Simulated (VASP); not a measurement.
# Rb (P6_3/mmc) in VASP: a series of runs

Runs on Rb. Level: BLYP. Tasks: single point, relaxation of cell and atoms.

All numbers are computed with VASP 6.6.1; they aren't measurements. Logs are shortened: lines on timing, memory, paths and dates and some standing lists are left out, and cuts for length are marked.

## Step 1: The cell of the first run

It takes space group P6_3/mmc (No. 194, hexagonal). The conventional cell has a = 5.317 Å, b = 5.317 Å, c = 8.754 Å, α = 90.00°, β = 90.00°, γ = 120.00°.

## Step 2: Single point, BLYP (volume scaled by 1.12)

The input, INCAR:

```
PREC     = Accurate       # precision mode
ENCUT    = 520            # plane-wave cutoff, eV
EDIFF    = 1E-6           # SCF threshold, eV
ISMEAR   = -1             # smearing method
SIGMA    = 0.1            # smearing width, eV
LREAL    = False          # projectors in reciprocal space
LASPH    = True           # aspherical terms in the spheres
NELM     = 100            # most SCF steps
ALGO     = Normal         # electronic algorithm
ISIF     = 2              # what is computed and relaxed
LWAVE    = False          # write WAVECAR
LCHARG   = True           # write CHGCAR
GGA      = B5             # functional
ALDAX    = 1.0          
AGGAX    = 1.0          
AGGAC    = 1.0          
ALDAC    = 0.0          
LELF     = True           # ELF
LVHAR    = True         
NBANDS   = 16             # bands
```

The input, KPOINTS:

```
Automatic mesh
0
Gamma
  8 8 5
```

The input, POSCAR:

```
Rb
1.0
    5.3169605747      0.0000000000      0.0000000000
   -2.6584802874      4.6046229286      0.0000000000
    0.0000000000      0.0000000000      8.7539621652
Rb
2
Direct
    0.3333333333      0.6666666667      0.2500000000
    0.6666666667      0.3333333333      0.7500000000
```

Potentials or basis: VASP PAW PBE potentials, release 64 (Rb_sv).

The run is started by

```
$ cat potpaw_PBE.64/Rb_sv/POTCAR > POTCAR
$ mpirun -np 1 vasp_std > vasp.out
```

OUTCAR:

```text
PREC = Accurate
   ENCUT = 520
   EDIFF = 1E-6
   ISMEAR = -1
   LREAL = False
   LASPH = True
   NELM = 100
   ISIF = 2
   GGA = B5

 ion  position               nearest neighbor table
   1  0.333  0.667  0.250-   2 5.35   2 5.35   2 5.35   2 5.35   2 5.35   2 5.35
   2  0.667  0.333  0.750-   1 5.35   1 5.35   1 5.35   1 5.35   1 5.35   1 5.35

  LATTYP: Found a hexagonal cell.
 ALAT       =     5.3169605747
 C/A-ratio  =     1.6464222449

  Lattice vectors:

 A1 = (   5.3169605747,   0.0000000000,   0.0000000000)
 A2 = (  -2.6584802874,   4.6046229286,   0.0000000000)
 A3 = (   0.0000000000,   0.0000000000,   8.7539621652)

Analysis of symmetry for initial positions (statically):
=====================================================================
 Subroutine PRICEL returns:
 Original cell was already a primitive cell.

 Routine SETGRP: Setting up the symmetry group for a
 hexagonal supercell.

 Subroutine GETGRP returns: Found 24 space group operations
 (whereof 12 operations were pure point group operations)
 out of a pool of 24 trial point group operations.

The static configuration has the point symmetry D_3d.
 The point group associated with its full space group is D_6h.

Analysis of symmetry for dynamics (positions and initial velocities):
=====================================================================
 Subroutine PRICEL returns:
 Original cell was already a primitive cell.

 Routine SETGRP: Setting up the symmetry group for a
 hexagonal supercell.

 Subroutine GETGRP returns: Found 24 space group operations
 (whereof 12 operations were pure point group operations)
 out of a pool of 24 trial point group operations.

The dynamic configuration has the point symmetry D_3d.
 The point group associated with its full space group is D_6h.

 Subroutine INISYM returns: Found 24 space group operations
 (whereof 12 operations are pure point group operations),
 and found     1 'primitive' translations

----------------------------------------------------------------------------------------

                                     Primitive cell

  volume of cell :     214.3197

  direct lattice vectors                    reciprocal lattice vectors
     5.316960575  0.000000000  0.000000000     0.188077377  0.108586524  0.000000000
    -2.658480287  4.604622929  0.000000000     0.000000000  0.217173049  0.000000000
     0.000000000  0.000000000  8.753962165     0.000000000  0.000000000  0.114233987

  length of vectors
     5.316960575  5.316960575  8.753962165     0.217173049  0.217173049  0.114233987

  position of ions in fractional coordinates (direct lattice)
     0.333333333  0.666666667  0.250000000
     0.666666667  0.333333333  0.750000000

  ion indices of the primitive-cell ions
   primitive index   ion index
                 1           1
                 2           2

----------------------------------------------------------------------------------------

 KPOINTS: Automatic mesh

Automatic generation of k-mesh.
 Grid dimensions read from file:
 generate k-points for:    8    8    5

 Generating k-lattice:

  Cartesian coordinates                     Fractional coordinates (reciprocal lattice)
     0.023509672  0.013573316  0.000000000     0.125000000  0.000000000  0.000000000
     0.000000000  0.027146631  0.000000000     0.000000000  0.125000000  0.000000000
     0.000000000  0.000000000  0.022846797     0.000000000  0.000000000  0.200000000

  Length of vectors
     0.027146631  0.027146631  0.022846797

  Shift w.r.t. Gamma in fractional coordinates (k-lattice)
     0.000000000  0.000000000  0.000000000

 Subroutine IBZKPT returns following result:
 ===========================================

 Found     30 irreducible k-points:

 Following reciprocal coordinates:
            Coordinates               Weight
  0.000000  0.000000  0.000000      1.000000
  0.125000 -0.000000  0.000000      6.000000
  0.250000 -0.000000  0.000000      6.000000
  0.375000 -0.000000  0.000000      6.000000
  0.500000 -0.000000  0.000000      3.000000
  0.125000  0.125000  0.000000      6.000000
[... 16 lines left out ...]
  0.250000 -0.000000  0.400000     12.000000
  0.375000 -0.000000  0.400000     12.000000
 [... further k-points ...]
   k-points           NKPTS =     30   k-points in BZ     NKDIM =     30   number of bands    NBANDS=     16
   number of dos      NEDOS =    301   number of ions     NIONS =      2
   total plane-waves  NPLWV = 112000
   dimension x,y,z NGX =    40 NGY =   40 NGZ =   70
   dimension x,y,z NGXF=    80 NGYF=   80 NGZF=  140
   ions per type =               2
   NGX,Y,Z   is equivalent  to a cutoff of  12.51, 12.51, 13.29 a.u.
   NGXF,Y,Z  is equivalent  to a cutoff of  25.01, 25.01, 26.59 a.u.
 SYSTEM =  unknown system
   PREC   = accura    normal or accurate (medium, high low for compatibility)
   ISTART =      0    job   : 0-new  1-cont  2-samecut
   ICHARG =      2    charge: 1-file 2-atom 10-const
   ISPIN  =      1    spin polarized calculation?
   LNONCOLLINEAR =      F non collinear calculations
   LSORBIT =      F    spin-orbit coupling
   LASPH  =      T    aspherical Exc in radial PAW
   ENCUT  =  520.0 eV  38.22 Ry    6.18 a.u.   9.89  9.89 16.28*2*pi/ulx,y,z
   NELM   =    100;   NELMIN=  2; NELMDL= -5     # of ELM steps
   EDIFF  = 0.1E-05   stopping-criterion for ELM
   LREAL  =      F    real-space projection
   EDIFFG = 0.1E-04   stopping-criterion for IOM
   NSW    =      0    number of steps for IOM
   IBRION =     -1    ionic relax: 0-MD 1-quasi-New 2-CG
   NFREE  =      0    steps in history (QN), initial steepest desc. (CG)
   ISIF   =      2    stress and relaxation
   ISYM   =      2    0-nonsym 1-usesym 2-fastsym
   POTIM  = 0.5000    time-step for ionic-motion
   TEBEG  =    0.0;   TEEND  =   0.0 temperature during run
   PSTRESS=    0.0 pullay stress
   NELECT =      18.0000    total number of electrons
   NUPDOWN=      -1.0000    fix difference up-down
   EMIN   =  10.00;   EMAX   =-10.00  energy-range for DOS
   EFERMI =   0.00;   METHOD = LEGACY
   ISMEAR =    -1;   SIGMA  =   0.10  broadening in eV -4-tet -1-fermi 0-gaus
   EFERMI_NEDOS =   21; number of points for ismear=-14 and -15
   IALGO  =     38    algorithm
   IMIX   =      4    mixing-type and parameters
     AMIX     =   0.40;   BMIX     =  1.00
[... 33 lines left out ...]
 Fermi energy:         0.0798828307

 k-point     1 :       0.0000    0.0000    0.0000
  band No.  band energies     occupation
      1     -28.9918      2.00000
      2     -28.9903      2.00000
      3     -13.1510      2.00000
      4     -13.1068      2.00000
      5     -13.1068      2.00000
      6     -13.0997      2.00000
[... 8 lines left out ...]
     15       3.5849      0.00000
     16       3.5849      0.00000

 k-point     2 :       0.1250   -0.0000    0.0000
  band No.  band energies     occupation
      1     -28.9916      2.00000
      2     -28.9901      2.00000
      3     -13.1485      2.00000
      4     -13.1127      2.00000
      5     -13.1087      2.00000
      6     -13.1057      2.00000
[... 8 lines left out ...]
     15       3.5200      0.00000
     16       3.6523      0.00000

 k-point     3 :       0.2500   -0.0000    0.0000
  band No.  band energies     occupation
      1     -28.9911      2.00000
      2     -28.9899      2.00000
      3     -13.1418      2.00000
      4     -13.1273      2.00000
      5     -13.1204      2.00000
      6     -13.1131      2.00000
[... 8 lines left out ...]
     15       3.5162      0.00000
     16       3.6077      0.00000

 k-point     4 :       0.3750   -0.0000    0.0000
  band No.  band energies     occupation
      1     -28.9905      2.00000
      2     -28.9897      2.00000
      3     -13.1419      2.00000
      4     -13.1347      2.00000
      5     -13.1334      2.00000
      6     -13.1173      2.00000
[... 8 lines left out ...]
     15       3.2982      0.00000
     16       3.8046      0.00000

 k-point     5 :       0.5000   -0.0000    0.0000
  band No.  band energies     occupation
      1     -28.9902      2.00000
      2     -28.9896      2.00000
      3     -13.1480      2.00000
      4     -13.1405      2.00000
      5     -13.1285      2.00000
      6     -13.1191      2.00000
[... 8 lines left out ...]
     15       3.2211      0.00000
     16       3.5689      0.00000

 k-point     6 :       0.1250    0.1250    0.0000
  band No.  band energies     occupation
      1     -28.9912      2.00000
      2     -28.9900      2.00000
      3     -13.1439      2.00000
      4     -13.1214      2.00000
      5     -13.1180      2.00000
      6     -13.1103      2.00000
[... 8 lines left out ...]
     15       3.4625      0.00000
     16       3.6168      0.00000

 k-point     7 :       0.2500    0.1250    0.0000
  band No.  band energies     occupation
      1     -28.9906      2.00000
      2     -28.9897      2.00000
      3     -13.1361      2.00000
      4     -13.1346      2.00000
      5     -13.1301      2.00000
      6     -13.1167      2.00000
[... 8 lines left out ...]
     15       3.1288      0.00000
     16       3.5708      0.00000

 k-point     8 :       0.3750    0.1250    0.0000
  band No.  band energies     occupation
      1     -28.9902      2.00000
      2     -28.9896      2.00000
      3     -13.1447      2.00000
      4     -13.1376      2.00000
      5     -13.1285      2.00000
      6     -13.1217      2.00000
[... 8 lines left out ...]
     15       2.9764      0.00000
     16       3.1372      0.00000

 k-point     9 :       0.2500    0.2500    0.0000
  band No.  band energies     occupation
      1     -28.9902      2.00000
      2     -28.9896      2.00000
      3     -13.1391      2.00000
      4     -13.1361      2.00000
      5     -13.1286      2.00000
      6     -13.1236      2.00000
[... 8 lines left out ...]
     15       2.5403      0.00000
     16       3.1568      0.00000
[... 172 lines left out ...]
 k-point    19 :       0.2500    0.2500    0.2000
  band No.  band energies     occupation
      1     -28.9901      2.00000
      2     -28.9897      2.00000
      3     -13.1404      2.00000
      4     -13.1398      2.00000
      5     -13.1252      2.00000
      6     -13.1235      2.00000
[... 8 lines left out ...]
     15       2.3676      0.00000
     16       3.4836      0.00000

 k-point    20 :       0.3750    0.2500    0.2000
  band No.  band energies     occupation
      1     -28.9899      2.00000
      2     -28.9897      2.00000
      3     -13.1423      2.00000
      4     -13.1374      2.00000
      5     -13.1320      2.00000
      6     -13.1228      2.00000
[... 8 lines left out ...]
     15       2.7377      0.00000
     16       3.1601      0.00000

 k-point    21 :       0.0000    0.0000    0.4000
  band No.  band energies     occupation
      1     -28.9913      2.00000
      2     -28.9908      2.00000
      3     -13.1335      2.00000
      4     -13.1176      2.00000
      5     -13.1043      2.00000
      6     -13.1043      2.00000
[... 8 lines left out ...]
     15       3.3602      0.00000
     16       3.3602      0.00000

 k-point    22 :       0.1250   -0.0000    0.4000
  band No.  band energies     occupation
      1     -28.9911      2.00000
      2     -28.9907      2.00000
      3     -13.1333      2.00000
      4     -13.1197      2.00000
      5     -13.1091      2.00000
      6     -13.1059      2.00000
[... 8 lines left out ...]
     15       3.3426      0.00000
     16       3.4261      0.00000

 k-point    23 :       0.2500   -0.0000    0.4000
  band No.  band energies     occupation
      1     -28.9907      2.00000
      2     -28.9903      2.00000
      3     -13.1363      2.00000
      4     -13.1297      2.00000
      5     -13.1172      2.00000
      6     -13.1101      2.00000
[... 8 lines left out ...]
     15       3.4791      0.00000
     16       3.5447      0.00000

 k-point    24 :       0.3750   -0.0000    0.4000
  band No.  band energies     occupation
      1     -28.9902      2.00000
      2     -28.9899      2.00000
      3     -13.1461      2.00000
      4     -13.1429      2.00000
      5     -13.1179      2.00000
      6     -13.1135      2.00000
[... 8 lines left out ...]
     15       3.4704      0.00000
     16       3.6596      0.00000

 [... further k-points ...]
[... 5 lines left out ...]
  --------------------------------------------------------------------------------------
  -------------------------------------------------------------------------------------
  Total       -0.2396375     -0.2396375     -0.3013702      0.0000000      0.0000000      0.0000000
  in kB       -1.7914441     -1.7914441     -2.2529353      0.0000000      0.0000000      0.0000000
  external PRESSURE =      -1.9452745 kB  Pullay stress =       0.0000000 kB

 VOLUME and BASIS-vectors are now :
 -----------------------------------------------------------------------------
  energy-cutoff  :      520.00
  volume of cell :      214.32
      direct lattice vectors                 reciprocal lattice vectors
     5.316960575  0.000000000  0.000000000     0.188077377  0.108586524  0.000000000
    -2.658480287  4.604622929  0.000000000     0.000000000  0.217173049  0.000000000
     0.000000000  0.000000000  8.753962165     0.000000000  0.000000000  0.114233987

 POSITION                                       TOTAL-FORCE (eV/Angst)
 -----------------------------------------------------------------------------------
     -0.00000      3.06975      2.18849        -0.000000     -0.000000      0.000000
      2.65848      1.53487      6.56547         0.000000      0.000000      0.000000
 -----------------------------------------------------------------------------------
    total drift:                                0.000000     -0.000000      0.000000

  FREE ENERGIE OF THE ION-ELECTRON SYSTEM (eV)
  ---------------------------------------------------
  free  energy   TOTEN  =        -1.2273697433 eV

  energy  without entropy=       -1.1598800218  energy(sigma->0) =       -1.19362488
```

Run time: 1.8 min. Hardware: 1 thread of AMD EPYC 9R45 (Zen 5), shared host; peak memory 0.31 GiB.

Results:

```yaml
Free_energy: -1.2274 eV
Pressure: -0.2 GPa
Band_gap_on_the_k_mesh: zero (band 9 reaches 0.78 eV, above the bottom of band 10 at -0.85 eV)
```

Levels at points of the mesh, in eV from the Fermi level:
| k point | band 5 | band 6 | band 7 | band 8 | band 9 | band 10 | band 11 | band 12 | band 13 | band 14 |
| --- | --- | --- | --- | --- | --- | --- | --- | --- | --- | --- |
| (0.00, 0.00, 0.00) | -13.19 | -13.18 | -13.18 | -13.18 | -1.75 | 0.06 | 0.71 | 3.20 | 3.20 | 3.21 |
| (0.50, 0.00, 0.00) | -13.21 | -13.20 | -13.19 | -13.19 | 0.00 | 0.40 | 1.43 | 1.52 | 1.92 | 2.23 |

Caveat: the cell differs from its parent crystal (volume scaled by 1.12); the PAW data sets were made with another functional, which shifts forces and pressure a little.

## Step 3: Relaxation of cell and atoms, BLYP

This run uses another cell than the first one, of 87.10 Å³/atom, 0.813 times its volume.

The input, INCAR:

```
SYSTEM = Rb
PREC = Accurate
ENCUT = 600
EDIFF = 1E-6
ISMEAR = -1
SIGMA = 0.1
LREAL = .FALSE.
LASPH = .TRUE.
NELM = 80
ALGO = Normal
ISIF = 3
LWAVE = .FALSE.
LCHARG = .FALSE.
GGA = B5
ALDAX = 1.0
AGGAX = 1.0
AGGAC = 1.0
ALDAC = 0.0
IBRION = 2
NSW = 80
EDIFFG = -0.01
```

The input, KPOINTS:

```
Automatic mesh
0
G
  7 7 4
  0 0 0
```

The input, POSCAR:

```
Rb
1.0
    4.9756623956      0.0000000000      0.0000000000
   -2.4878311978      4.3090500353      0.0000000000
    0.0000000000      0.0000000000      8.1252566921
Rb
2
Direct
    0.3333333333      0.6666666667      0.2500000000
    0.6666666667      0.3333333333      0.7500000000
```

Potentials or basis: VASP PAW PBE potentials, release 64 (Rb_sv).

The run is started by

```
$ cat potpaw_PBE.64/Rb_sv/POTCAR > POTCAR
$ mpirun -np 1 vasp_std > vasp.out
```

It took 5.6 min on 1 thread of AMD EPYC 9R45 (Zen 5), shared host; peak memory 0.33 GiB.

The run converged. Its results:

| Item | Value |
| --- | --- |
| Free energy | -1.2451 eV |
| Relaxed volume | 96.19 Å³/atom |
| Relaxed cell | a = 5.134 Å, b = 5.134 Å, c = 8.429 Å, α = 90.00°, β = 90.00°, γ = 120.00° |
| Space group after relaxing (to 0.05 Å) | P6_3/mmc (No. 194) |
| Energy gained by relaxing | 7.1 meV/atom |
| Ionic steps | 5 |
| Pressure after relaxing | 0.0 GPa |
| Band gap on the k mesh | zero (band 9 reaches 0.94 eV, above the bottom of band 10 at -0.94 eV) |

The path:
| step | energy change (eV) | largest force (eV/Å) | pressure (GPa) | volume (Å³) |
| --- | --- | --- | --- | --- |
| 1 | 0.0000 | 0.0000 | 0.27 | 174.21 |
| 2 | -0.0055 | 0.0000 | 0.20 | 177.92 |
| 3 | -0.0119 | 0.0000 | 0.09 | 184.66 |
| 4 | -0.0128 | 0.0000 | -0.07 | 198.64 |
| 5 | -0.0142 | 0.0000 | 0.00 | 192.38 |

Final structure:
```yaml
crystal:
  lattice:
    - [5.13367, 0.00000, 0.00000]
    - [-2.56684, 4.44589, 0.00000]
    - [0.00000, 0.00000, 8.42874]
  atoms:
    - { symbol: Rb, position: [0.33333, 0.66667, 0.25000] }
    - { symbol: Rb, position: [0.66667, 0.33333, 0.75000] }
```

Levels at points of the mesh, in eV from the Fermi level:
| k point | band 6 | band 7 | band 8 | band 9 | band 10 | band 11 | band 12 | band 13 |
| --- | --- | --- | --- | --- | --- | --- | --- | --- |
| (0.00, 0.00, 0.00) | -13.14 | -13.14 | -13.14 | -1.90 | 0.05 | 0.74 | 3.27 | 3.27 |
| (0.00, 0.00, 0.50) | -13.14 | -13.14 | -13.14 | -1.26 | -1.26 | 2.22 | 2.22 | 3.29 |

Caveat: the PAW data sets were made with another functional, which shifts forces and pressure a little.

## Step 4: Single point, BLYP

This run uses another cell than the first one, of 95.68 Å³/atom, 0.893 times its volume.

The input, INCAR:

```
SYSTEM = Rb
PREC = Accurate
ENCUT = 520
EDIFF = 1E-6
ISMEAR = -1
SIGMA = 0.1
LREAL = .FALSE.
LASPH = .TRUE.
NELM = 80
ALGO = Normal
ISIF = 2
LWAVE = .FALSE.
LCHARG = .FALSE.
GGA = B5
ALDAX = 1.0
AGGAX = 1.0
AGGAC = 1.0
ALDAC = 0.0
NBANDS = 16
```

The input, KPOINTS:

```
regular mesh
0
G
  12 12 6
  0 0 0
```

The input, POSCAR:

```
Rb
1.0
    5.1198523007      0.0000000000      0.0000000000
   -2.5599261503      4.4339221560      0.0000000000
    0.0000000000      0.0000000000      8.4294387182
Rb
2
Direct
    0.3333333333      0.6666666667      0.2500000000
    0.6666666667      0.3333333333      0.7500000000
```

The run is started by

```
$ cat potpaw_PBE.64/Rb_sv/POTCAR > POTCAR
$ mpirun -np 1 vasp_std > vasp.out
```

It took 2.6 min on 1 thread of AMD EPYC 9R45 (Zen 5), shared host; peak memory 0.38 GiB.

The run converged. Its results:

- Free energy: -1.2434 eV
- Pressure: 0.0 GPa
- Band gap on the k mesh: zero (band 9 reaches 1.48 eV, above the bottom of band 10 at -0.94 eV)

Levels at points of the mesh, in eV from the Fermi level:
| k point | band 5 | band 6 | band 7 | band 8 | band 9 | band 10 | band 11 | band 12 | band 13 | band 14 |
| --- | --- | --- | --- | --- | --- | --- | --- | --- | --- | --- |
| (0.00, 0.00, 0.00) | -13.13 | -13.12 | -13.12 | -13.12 | -1.90 | 0.05 | 0.75 | 3.29 | 3.29 | 3.29 |
| (0.50, 0.00, 0.00) | -13.17 | -13.15 | -13.14 | -13.13 | 0.00 | 0.40 | 1.37 | 1.52 | 2.01 | 2.37 |
| (0.00, 0.00, 0.50) | -13.13 | -13.13 | -13.13 | -13.13 | -1.26 | -1.26 | 2.22 | 2.22 | 3.31 | 3.31 |
| (0.50, 0.00, 0.50) | -13.14 | -13.14 | -13.14 | -13.14 | 0.39 | 0.39 | 0.97 | 0.97 | 2.42 | 2.42 |

Caveat: the PAW data sets were made with another functional, which shifts forces and pressure a little.

## Step 5: The runs side by side

```csv
task,cell,k mesh,cutoff (eV),gap on the mesh (eV),pressure (GPa)
single point,"a = 5.317, b = 5.317, c = 8.754 Å, angles 90.0, 90.0, 120.0°, 2 atoms",8 × 8 × 5,520,none,-0.2
relaxation of cell and atoms,"relaxed from a = 4.976, b = 4.976, c = 8.125 Å, angles 90.0, 90.0, 120.0°, 2 atoms",7 × 7 × 4,600,none,0.0
single point,"a = 5.120, b = 5.120, c = 8.429 Å, angles 90.0, 90.0, 120.0°, 2 atoms",12 × 12 × 6,520,none,0.0
```

Alike in all rows: level BLYP; potentials or basis VASP PAW PBE potentials, release 64 (Rb_sv); no spin polarisation; smearing fermi-dirac 0.1 eV.

Caveats: the PAW data sets were made with another functional, which shifts forces and pressure a little.

Total energies depend on the potentials used, so only differences within one code and one set of settings carry meaning.
